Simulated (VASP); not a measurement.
Crystal: Mg.

```xyz
2
Lattice="0.0000 2.9469 2.9469 2.9469 0.0000 2.9469 2.9469 2.9469 0.0000" Properties=species:S:1:pos:R:3 pbc="T T T"
Mg    2.9469    2.9469    2.9469
Mg    4.4203    4.4203    4.4203
```

- Program: VASP 6.6.1
- Task: relaxation of cell and atoms
- Functional: PBEsol
- Potentials or basis: VASP PAW PBE potentials, release 64 (Mg)
- Cutoff: 600 eV
- k mesh: 6 × 6 × 6
- Occupations: gaussian, width 0.1 eV
- Spin: no spin polarisation

At the start: pressure 11.4 GPa; volume 25.59 Å³/atom.

Task: How do energy, volume and symmetry change on relaxing?

Result: Over 5 steps the energy falls by 352.1 meV/atom and the volume is 39.81 Å³/atom (+55.6 %); space group Fd-3m (No. 227, to 0.05 Å).

Step by step:
```tsv
step	energy change (eV)	largest force (eV/Å)	pressure (GPa)	volume (Å³)
1	0.0000	0.0000	11.38	51.18
2	-0.5979	0.0000	2.99	65.87
3	-0.6917	0.0000	0.80	74.34
4	-0.7035	0.0000	0.18	78.26
5	-0.7042	0.0000	0.00	79.62
```

Final structure:
```xyz
2
Lattice="0.0000 3.4145 3.4145 3.4145 0.0000 3.4145 3.4145 3.4145 0.0000" Properties=species:S:1:pos:R:3 pbc="T T T"
Mg    3.4145    3.4145    3.4145
Mg    5.1218    5.1218    5.1218
```

Caveat: the volume moved by over 15 % at a fixed basis, so the end points are rough; the PAW data sets were made with another functional, which shifts forces and pressure a little.
